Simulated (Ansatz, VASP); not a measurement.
One calculation of HgTe, two programs

Contents of INCAR:

```
PREC = Accurate
ENCUT = 600
EDIFF = 1E-6
ISMEAR = 0
SIGMA = 0.1
LREAL = False
LASPH = True
NELM = 100
ALGO = Normal
ISIF = 3
LWAVE = False
LCHARG = False
GGA = PE
IBRION = 2
NSW = 100
EDIFFG = -0.005
```

KPOINTS

```
regular mesh
0
Gamma
  12 12 12
```

POSCAR

```
HgTe
1.0
    0.0000000000      3.2234988908      3.2234988908
    3.2234988908      0.0000000000      3.2234988908
    3.2234988908      3.2234988908      0.0000000000
Hg Te
1 1
Direct
    0.0000000000      0.0000000000      0.0000000000
    0.2500000000      0.2500000000      0.2500000000
```

Input for Ansatz:

```yaml
crystal:
  lattice:
    - [0.0, 3.2234988908, 3.2234988908]
    - [3.2234988908, 0.0, 3.2234988908]
    - [3.2234988908, 3.2234988908, 0.0]
  atoms:
    - { symbol: Hg, position: [0.0, 0.0, 0.0] }
    - { symbol: Te, position: [0.25, 0.25, 0.25] }
basis:
  ecutwfc: 420
kpoints:
  mp_grid: { grid: [12, 12, 12] }
hamiltonian:
  xc: pbe
scf:
  occupations: { method: gaussian, width: 0.1 }
output:
  forces: true
  stress: true
  eigenvalues: true
relax:
  adjacent_minimum: "off"
  f_tol: 0.005
  max_steps: 80
  cell: { stress_tol: 0.05 }
```

Alike in both runs: task relaxation of cell and atoms; functional PBE; k mesh 12 × 12 × 12; occupations gaussian, width 0.1 eV; no spin polarisation.

|  | VASP | Ansatz |
| --- | --- | --- |
| version | VASP 6.6.1 | Ansatz 0.2.0 |
| potentials or method | VASP PAW PBE potentials, release 64 (Hg, Te), cutoff 600 eV | scalar-relativistic, plane waves, PAW |
| valence electrons in the cell | 18 | 36 |

|  | VASP | Ansatz | Ansatz less VASP |
| --- | --- | --- | --- |
| gap on the k mesh at the Fermi level, each at its own relaxed structure (eV) | none | none | - |
| relaxed volume (Å³/atom) | 36.81 | 36.75 | -0.056 |
| relaxed cell length with the largest relative difference (Å) | 4.704 | 4.702 | -0.0024 |

A gap of «none» marks a metal or a gap that the smearing closes. VASP's potentials hold 18 valence electrons a cell and Ansatz's 36, so a difference there can come from the potentials and not from the codes.

Spin-orbit coupling is off throughout.
